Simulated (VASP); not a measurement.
# SnO (P4/nmm) in VASP: further runs

Runs on SnO. Level: PBE+D3(BJ). Tasks: single point.

Program: VASP 6.6.1. These are calculated values, not measurements. Logs are shortened: lines on timing, memory, paths and dates and some standing lists are left out, and cuts for length are marked.

**1. The cell of the first run**

The structure is tetragonal, space group P4/nmm (No. 129). The conventional cell has a = 3.741 Å, b = 3.741 Å, c = 4.996 Å, α = 90.00°, β = 90.00°, γ = 90.00°. Within 2.9 Å of Sn (site symmetry 4mm) lie 4 O at 2.22 Å. Within 2.9 Å of O (site symmetry -4m2) lie 4 Sn at 2.22 Å and 4 O at 2.65 Å.

**2. Single point, PBE+D3(BJ)**

The input, INCAR:

```
SYSTEM = SnO
PREC = Accurate ; ENCUT = 520
EDIFF = 1E-6 ; ISMEAR = 0
SIGMA = 0.15 ; LREAL = .False.
LASPH = .True. ; NELM = 100
ALGO = Normal ; ISIF = 2
LWAVE = .False. ; LCHARG = .True.
GGA = PE ; IVDW = 12
LELF = .True. ; LVHAR = .True.
NBANDS = 28
```

The input, KPOINTS:

```
regular mesh
0
Gamma
  14 14 12
  0 0 0
```

The input, POSCAR:

```
SnO
1.0
    3.7406666942      0.0000000000      0.0000000000
    0.0000000000      3.7406666942      0.0000000000
    0.0000000000      0.0000000000      4.9958856759
Sn O
2 2
Direct
    0.0000000000      0.5000000000      0.2385000000
    0.5000000000      0.0000000000      0.7615000000
    0.0000000000      0.0000000000      0.0000000000
    0.5000000000      0.5000000000      0.0000000000
```

Potentials or basis: VASP PAW PBE potentials, release 64 (Sn_d, O).

Run with:

```sh
$ cat potpaw_PBE.64/Sn_d/POTCAR potpaw_PBE.64/O/POTCAR > POTCAR
$ mpirun -np 1 vasp_std > vasp.out
```

OUTCAR:

```text
SYSTEM = SnO
   PREC = Accurate
   ENCUT = 520
   EDIFF = 1E-6
   ISMEAR = 0
   LREAL = .False.
   LASPH = .True.
   NELM = 100
   ISIF = 2
   GGA = PE
   IVDW = 12
 IVDW          = 12

 ion  position               nearest neighbor table
   1  0.000  0.500  0.239-   3 2.22   4 2.22   3 2.22   4 2.22   2 3.56   2 3.56   2 3.56   2 3.56
                             2 3.72   2 3.72   2 3.72   2 3.72
   2  0.500  0.000  0.761-   3 2.22   4 2.22   4 2.22   3 2.22   1 3.56   1 3.56   1 3.56   1 3.56
                             1 3.72   1 3.72   1 3.72   1 3.72
   3  0.000  0.000  0.000-   1 2.22   2 2.22   1 2.22   2 2.22
   4  0.500  0.500  0.000-   1 2.22   2 2.22   2 2.22   1 2.22

  LATTYP: Found a simple tetragonal cell.
 ALAT       =     3.7406666942
 C/A-ratio  =     1.3355602315

  Lattice vectors:

 A1 = (   3.7406666942,   0.0000000000,   0.0000000000)
 A2 = (   0.0000000000,   3.7406666942,   0.0000000000)
 A3 = (   0.0000000000,   0.0000000000,   4.9958856759)

Analysis of symmetry for initial positions (statically):
=====================================================================
 Subroutine PRICEL returns:
 Original cell was already a primitive cell.

 Routine SETGRP: Setting up the symmetry group for a
 simple tetragonal supercell.

 Subroutine GETGRP returns: Found 16 space group operations
 (whereof  8 operations were pure point group operations)
 out of a pool of 16 trial point group operations.

The static configuration has the point symmetry D_2d.
 The point group associated with its full space group is D_4h.

Analysis of symmetry for dynamics (positions and initial velocities):
=====================================================================
 Subroutine PRICEL returns:
 Original cell was already a primitive cell.

 Routine SETGRP: Setting up the symmetry group for a
 simple tetragonal supercell.

 Subroutine GETGRP returns: Found 16 space group operations
 (whereof  8 operations were pure point group operations)
 out of a pool of 16 trial point group operations.

The dynamic configuration has the point symmetry D_2d.
 The point group associated with its full space group is D_4h.

 Subroutine INISYM returns: Found 16 space group operations
 (whereof  8 operations are pure point group operations),
 and found     1 'primitive' translations

----------------------------------------------------------------------------------------

                                     Primitive cell

  volume of cell :      69.9054

  direct lattice vectors                    reciprocal lattice vectors
     3.740666694  0.000000000  0.000000000     0.267332024  0.000000000  0.000000000
     0.000000000  3.740666694  0.000000000     0.000000000  0.267332024  0.000000000
     0.000000000  0.000000000  4.995885676     0.000000000  0.000000000  0.200164708

  length of vectors
     3.740666694  3.740666694  4.995885676     0.267332024  0.267332024  0.200164708

  position of ions in fractional coordinates (direct lattice)
     0.000000000  0.500000000  0.238500000
     0.500000000  0.000000000  0.761500000
     0.000000000  0.000000000  0.000000000
     0.500000000  0.500000000  0.000000000

  ion indices of the primitive-cell ions
   primitive index   ion index
                 1           1
                 2           2
                 3           3
                 4           4

----------------------------------------------------------------------------------------

 KPOINTS: regular mesh

Automatic generation of k-mesh.
 Grid dimensions read from file:
 generate k-points for:   14   14   12

 Generating k-lattice:

  Cartesian coordinates                     Fractional coordinates (reciprocal lattice)
     0.019095145  0.000000000  0.000000000     0.071428571  0.000000000  0.000000000
     0.000000000  0.019095145  0.000000000     0.000000000  0.071428571  0.000000000
     0.000000000  0.000000000  0.016680392     0.000000000  0.000000000  0.083333333

  Length of vectors
     0.019095145  0.019095145  0.016680392

  Shift w.r.t. Gamma in fractional coordinates (k-lattice)
     0.000000000  0.000000000  0.000000000

 Subroutine IBZKPT returns following result:
 ===========================================

 Found    252 irreducible k-points:

 Following reciprocal coordinates:
            Coordinates               Weight
  0.000000  0.000000  0.000000      1.000000
  0.071429  0.000000  0.000000      4.000000
  0.142857  0.000000  0.000000      4.000000
  0.214286  0.000000  0.000000      4.000000
  0.285714  0.000000  0.000000      4.000000
  0.357143  0.000000  0.000000      4.000000
[... 16 lines left out ...]
  0.285714  0.214286  0.000000      8.000000
  0.357143  0.214286  0.000000      8.000000
 [... further k-points ...]
   k-points           NKPTS =    252   k-points in BZ     NKDIM =    252   number of bands    NBANDS=     28
   number of dos      NEDOS =    301   number of ions     NIONS =      4
   total plane-waves  NPLWV =  31360
   dimension x,y,z NGX =    28 NGY =   28 NGZ =   40
   dimension x,y,z NGXF=    56 NGYF=   56 NGZF=   80
   ions per type =               2   2
   NGX,Y,Z   is equivalent  to a cutoff of  12.44, 12.44, 13.31 a.u.
   NGXF,Y,Z  is equivalent  to a cutoff of  24.89, 24.89, 26.62 a.u.
 SYSTEM =  SnO
   PREC   = accura    normal or accurate (medium, high low for compatibility)
   ISTART =      0    job   : 0-new  1-cont  2-samecut
   ICHARG =      2    charge: 1-file 2-atom 10-const
   ISPIN  =      1    spin polarized calculation?
   LNONCOLLINEAR =      F non collinear calculations
   LSORBIT =      F    spin-orbit coupling
   LASPH  =      T    aspherical Exc in radial PAW
   ENCUT  =  520.0 eV  38.22 Ry    6.18 a.u.   6.96  6.96  9.29*2*pi/ulx,y,z
   NELM   =    100;   NELMIN=  2; NELMDL= -5     # of ELM steps
   EDIFF  = 0.1E-05   stopping-criterion for ELM
   LREAL  =      F    real-space projection
   EDIFFG = 0.1E-04   stopping-criterion for IOM
   NSW    =      0    number of steps for IOM
   IBRION =     -1    ionic relax: 0-MD 1-quasi-New 2-CG
   NFREE  =      0    steps in history (QN), initial steepest desc. (CG)
   ISIF   =      2    stress and relaxation
   ISYM   =      2    0-nonsym 1-usesym 2-fastsym
   POTIM  = 0.5000    time-step for ionic-motion
   TEBEG  =    0.0;   TEEND  =   0.0 temperature during run
   PSTRESS=    0.0 pullay stress
   NELECT =      40.0000    total number of electrons
   NUPDOWN=      -1.0000    fix difference up-down
   EMIN   =  10.00;   EMAX   =-10.00  energy-range for DOS
   EFERMI =   0.00;   METHOD = LEGACY
   ISMEAR =     0;   SIGMA  =   0.15  broadening in eV -4-tet -1-fermi 0-gaus
   EFERMI_NEDOS =   21; number of points for ismear=-14 and -15
   IALGO  =     38    algorithm
   IMIX   =      4    mixing-type and parameters
     AMIX     =   0.40;   BMIX     =  1.00
     AMIX_MAG =   1.60;   BMIX_MAG =  1.00
  volume/ion in A,a.u.               =      17.48       117.94
  Fermi-wavevector in a.u.,A,eV,Ry     =   1.359121  2.568365 25.132801  1.847209
  Thomas-Fermi vector in A             =   2.485896
   LORBIT       =      0    0 simple, 1 ext, 2 COOP (PROOUT), +10 PAW based schemes
   GGA     = PE    functional components
   LHFCALC =     F    Hartree Fock is set to
   AEXX    =    0.0000 exact exchange contribution
   IVDW    =    12    specifies the selected vdW correction
   LEPSILON=     F    determine dielectric tensor
   LRPA    =     F    only Hartree local field effects (RPA)
 non-spin polarized calculation
 Gauss-broadening in eV      SIGMA  =   0.15
  energy-cutoff  :      520.00
  volume of cell :       69.91
 maximum number of plane-waves:      1904
 NGX is ok and might be reduce to    28
   NGX = 13   NGY = 13   NGZ = 19

 number of electron      40.0000004 magnetization

 Free energy of the ion-electron system (eV)
  ---------------------------------------------------
  ext. energy  EPLUGINS =         0.00000000
  ---------------------------------------------------
  free energy    TOTEN  =       -22.62687242 eV

  energy without entropy =      -22.62489061  energy(sigma->0) =      -22.62588152

 E-fermi :   7.4128     XC(G=0): -10.2585

 val. band max:        7.4061146536   @ k =   0.0714   0.0000   0.0000
 cond. band min:       7.4200963078   @ k =   0.0000   0.0000   0.0000
 fundamental gap:      0.0139816542
 Fermi energy:         7.4127717969

 k-point     1 :       0.0000    0.0000    0.0000
  band No.  band energies     occupation
      1     -14.8133      2.00000
      2     -14.3947      2.00000
      3     -14.3679      2.00000
      4     -14.3679      2.00000
      5     -14.3314      2.00000
      6     -14.3109      2.00000
[... 20 lines left out ...]
     27      13.9945      0.00000
     28      14.4169      0.00000

 k-point     2 :       0.0714    0.0000    0.0000
  band No.  band energies     occupation
      1     -14.8107      2.00000
      2     -14.3929      2.00000
      3     -14.3676      2.00000
      4     -14.3667      2.00000
      5     -14.3320      2.00000
      6     -14.3088      2.00000
[... 20 lines left out ...]
     27      14.1318      0.00000
     28      14.9127      0.00000

 k-point     3 :       0.1429    0.0000    0.0000
  band No.  band energies     occupation
      1     -14.8034      2.00000
      2     -14.3946      2.00000
      3     -14.3666      2.00000
      4     -14.3633      2.00000
      5     -14.3352      2.00000
      6     -14.3337      2.00000
[... 20 lines left out ...]
     27      14.2629      0.00000
     28      16.0456      0.00000

 k-point     4 :       0.2143    0.0000    0.0000
  band No.  band energies     occupation
      1     -14.7920      2.00000
      2     -14.4424      2.00000
      3     -14.3642      2.00000
      4     -14.3582      2.00000
      5     -14.3570      2.00000
      6     -14.3361      2.00000
[... 578 lines left out ...]
     27      16.0039      0.00000
     28      16.2149      0.00000

 k-point    23 :       0.2857    0.2143    0.0000
  band No.  band energies     occupation
      1     -14.7750      2.00000
      2     -14.5945      2.00000
      3     -14.3676      2.00000
      4     -14.3529      2.00000
      5     -14.3419      2.00000
      6     -14.3383      2.00000
[... 20 lines left out ...]
     27      15.2862      0.00000
     28      16.1254      0.00000

 k-point    24 :       0.3571    0.2143    0.0000
  band No.  band energies     occupation
      1     -14.7649      2.00000
      2     -14.6474      2.00000
      3     -14.3599      2.00000
      4     -14.3467      2.00000
      5     -14.3435      2.00000
      6     -14.3407      2.00000
[... 20 lines left out ...]
     27      14.9357      0.00000
     28      15.8201      0.00000

 [... further k-points ...]

------------------------ aborting loop because EDIFF is reached ----------------------------------------

 Edisp (eV)   -0.94119

 E8    (eV) :    -0.4080

  FORCE on cell =-STRESS in cart. coord.  units (eV):
  Direction    XX          YY          ZZ          XY          YZ          ZX
  --------------------------------------------------------------------------------------
  -------------------------------------------------------------------------------------
  Total       2.01754     2.01754    -0.14254     0.00000     0.00000     0.00000
  in kB      46.24054    46.24054    -3.26686     0.00000     0.00000     0.00000
  external pressure =       29.74 kB  Pullay stress =        0.00 kB

 VOLUME and BASIS-vectors are now :
 -----------------------------------------------------------------------------
  energy-cutoff  :      520.00
  volume of cell :       69.91
      direct lattice vectors                 reciprocal lattice vectors
     3.740666694  0.000000000  0.000000000     0.267332024  0.000000000  0.000000000
     0.000000000  3.740666694  0.000000000     0.000000000  0.267332024  0.000000000
     0.000000000  0.000000000  4.995885676     0.000000000  0.000000000  0.200164708

 POSITION                                       TOTAL-FORCE (eV/Angst)
 -----------------------------------------------------------------------------------
      0.00000      1.87033      1.19152         0.000000      0.000000      0.198484
      1.87033      0.00000      3.80437         0.000000      0.000000     -0.198484
      0.00000      0.00000      0.00000         0.000000     -0.000000      0.000000
      1.87033      1.87033      0.00000        -0.000000      0.000000      0.000000
 -----------------------------------------------------------------------------------
    total drift:                                0.000000      0.000000      0.000000

  FREE ENERGIE OF THE ION-ELECTRON SYSTEM (eV)
  ---------------------------------------------------
  free  energy   TOTEN  =       -23.5680662801 eV

  energy  without entropy=      -23.5660844647  energy(sigma->0) =      -23.56707537
```

Run time: 2.9 min. Hardware: 1 thread of Intel Xeon 6975P-C (Granite Rapids), shared host; peak memory 0.48 GiB.

What came out:

* Free energy: -23.5681 eV
* Pressure: 3.0 GPa
* Largest force: 0.198 eV/Å
* Band gap on the k mesh: zero (bands 20 and 21 overlap by 0.17 eV)
* Dispersion energy per atom: -0.235 eV

Forces on the atoms (eV/Å):
```
Sn   0.000  0.000  0.198
Sn   0.000  0.000 -0.198
O    0.000  0.000  0.000
O    0.000  0.000  0.000
```

Stress tensor (GPa, compression positive):
```
 4.62  0.00  0.00
 0.00  4.62  0.00
 0.00  0.00 -0.33
```

Levels at points of the mesh, in eV from the Fermi level:
```csv
k point,band 18,band 19,band 20,band 21,band 22,band 23
"(0.00, 0.00, 0.00)",-3.20,-3.20,0.01,2.11,4.08,4.59
"(0.50, 0.00, 0.00)",-4.95,-3.03,-3.03,2.86,2.86,5.87
"(0.50, 0.50, 0.00)",-2.55,-2.17,-2.17,-0.16,-0.16,4.08
"(0.00, 0.00, 0.50)",-3.22,-3.22,-2.74,1.90,2.90,2.90
"(0.50, 0.00, 0.50)",-4.93,-2.06,-2.06,2.21,2.21,5.43
"(0.50, 0.50, 0.50)",-2.85,-2.55,-2.55,2.01,2.01,3.62
```

Caveat: semilocal functionals underestimate gaps, and a narrow one can read as zero; spin-orbit coupling is left out, which moves the levels of the heavy elements.

(Part 1 of 2 ends here.)
